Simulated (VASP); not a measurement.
A run of VASP 6.6.1 is set up as follows.

Contents of INCAR:

```
  ALGO = Normal
  EDIFF = 1E-7
  ENCUT = 520
  GGA = PE
  ISIF = 2
  ISMEAR = 0
  LASPH = True
  LCHARG = False
  LREAL = False
  LWAVE = False
  NBANDS = 16
  NELM = 60
  PREC = Accurate
  SIGMA = 0.03
```

KPOINTS

```
k-points
0
Gamma
  10 10 10
```

The input POSCAR:

```
CdS
1.0
    0.0000000000      2.8909062000      2.7532440000
    2.8909062000      0.0000000000      2.7532440000
    2.8909062000      2.8909062000      0.0000000000
Cd S
1 1
Direct
    0.0000000000      0.0000000000      0.0000000000
    0.5000000000      0.5000000000      0.5000000000
```

Potentials or basis: VASP PAW PBE potentials, release 64 (Cd, S).

Command:

```bash
$ cat potpaw_PBE.64/Cd/POTCAR potpaw_PBE.64/S/POTCAR > POTCAR
$ mpirun -np 1 vasp_std > vasp.out
```

Question: Predict the band gap on the k mesh.

Answer: 0.06 eV, indirect (least direct gap 0.89 eV).

Question: Estimate the pressure.

Answer: -5.4 GPa.

Stress tensor (GPa, compression positive):
```
-5.90  0.00  0.00
 0.00 -5.90  0.00
 0.00  0.00 -4.30
```

Caveat: the cell differs from its parent crystal (strain +0.050 along x and y, +0.000 along z). A k mesh can miss the band edges.
